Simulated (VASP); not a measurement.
**WC: single point with PBEsol**

WC:

```
CELL_PARAMETERS angstrom
4.34537 0.00000 0.00000
0.00000 -4.34537 0.00000
0.00000 0.00000 -4.34537
ATOMIC_POSITIONS crystal
W 0.00000 0.00000 0.00000
W 0.50000 0.50000 0.00000
W 0.50000 0.00000 0.50000
W 0.00000 0.50000 0.50000
C 0.50000 0.00000 0.00000
C 0.00000 0.50000 0.00000
C 0.00000 0.00000 0.50000
C 0.50000 0.50000 0.50000
```

* Program: VASP 6.6.1
* Task: single point
* Functional: PBEsol
* Potentials or basis: VASP PAW PBE potentials, release 64 (W_sv, C)
* Cutoff: 520 eV
* k mesh: 14 × 14 × 14
* Occupations: gaussian, width 0.15 eV
* Spin: no spin polarisation

The pressure is 1.1 GPa. The band gap on the k mesh is zero (bands 36 and 37 overlap by 3.24 eV).

Levels at points of the mesh, in eV from the Fermi level:
```csv
k point,band 34,band 35,band 36,band 37,band 38,band 39
"(0.00, 0.00, 0.00)",-2.51,-2.51,-1.07,-1.07,-1.07,-0.99
"(0.50, 0.00, 0.00)",-3.47,-0.13,-0.13,0.52,0.52,0.52
"(0.50, 0.50, 0.00)",-0.47,-0.47,-0.47,1.47,1.47,1.47
"(0.50, 0.50, 0.50)",1.11,1.11,1.11,1.11,1.11,1.11
```

Run time: 6.6 min on 1 thread of Intel Xeon 8259CL (shared host), peak memory 0.42 GiB.

Caveat: the PAW data sets were made with another functional, which shifts forces and pressure a little; spin-orbit coupling is left out, which moves the levels of the heavy elements.
